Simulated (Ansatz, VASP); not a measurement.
# MnSb: VASP beside Ansatz

INCAR

```
PREC = Accurate
ENCUT = 600
EDIFF = 1E-6
ISMEAR = 0
SIGMA = 0.1
LREAL = False
LASPH = True
NELM = 150
ALGO = Normal
ISIF = 3
LWAVE = False
LCHARG = False
ISPIN = 2
MAGMOM = 3.37 0
LORBIT = 11
LMAXMIX = 4
GGA = PE
IBRION = 2
NSW = 90
EDIFFG = -0.04
```

File KPOINTS:

```
regular mesh
0
Gamma
  6 6 6
```

The input POSCAR:

```
MnSb
1.0
    0.0000000000      2.8479931613      2.8479931613
    2.8479931613      0.0000000000      2.8479931613
    2.8479931613      2.8479931613      0.0000000000
Mn Sb
1 1
Direct
    0.0000000000      0.0000000000      0.0000000000
    0.7500000000      0.7500000000      0.7500000000
```

Input for Ansatz:

```yaml
crystal:
  lattice:
    - [0.0, 2.8479931613, 2.8479931613]
    - [2.8479931613, 0.0, 2.8479931613]
    - [2.8479931613, 2.8479931613, 0.0]
  atoms:
    - { symbol: Mn, position: [0.0, 0.0, 0.0], spin: 3.37 }
    - { symbol: Sb, position: [0.75, 0.75, 0.75] }
basis:
  ecutwfc: 420
kpoints:
  mp_grid: { grid: [6, 6, 6] }
hamiltonian:
  xc: pbe
scf:
  occupations: { method: gaussian, width: 0.1 }
  lower_state_search: "off"
output:
  forces: true
  stress: true
  eigenvalues: true
  populations: true
magnetization:
  spin_polarized: true
relax:
  adjacent_minimum: "off"
  f_tol: 0.04
  max_steps: 70
  cell: { stress_tol: 0.4 }
```

Alike in both runs: task relaxation of cell and atoms; functional PBE; k mesh 6 × 6 × 6; occupations gaussian, width 0.1 eV; collinear spin.

```csv
,VASP,Ansatz
version,VASP 6.6.1,Ansatz 0.2.0
potentials or method,"VASP PAW PBE potentials, release 64 (Mn_pv, Sb), cutoff 600 eV","scalar-relativistic, plane waves, PAW"
valence electrons in the cell,18,30
```

|  | VASP | Ansatz | Ansatz less VASP |
| --- | --- | --- | --- |
| gap on the k mesh at the Fermi level, each at its own relaxed structure (eV) | none | none | - |
| net moment per atom (μB) | 2.00 | 2.00 | -0.001 |
| size of the moment on the site where the two differ most (μB) | 0.17 | 0.14 | -0.025 |
| relaxed volume (Å³/atom) | 29.52 | 29.47 | -0.053 |
| relaxed length of the cell vector where the two differ most in proportion (Å) | 4.371 | 4.368 | -0.0026 |

Site moments also hang on the region over which each program counts them. A gap of «none» marks a metal or a gap that the smearing closes. VASP's potentials hold 18 valence electrons a cell and Ansatz's 30, so a difference there can come from the potentials and not from the codes.

Neither program's run includes spin-orbit coupling. Noted on VASP's run: the volume moved by over 15 % at a fixed basis, so the end points are rough.
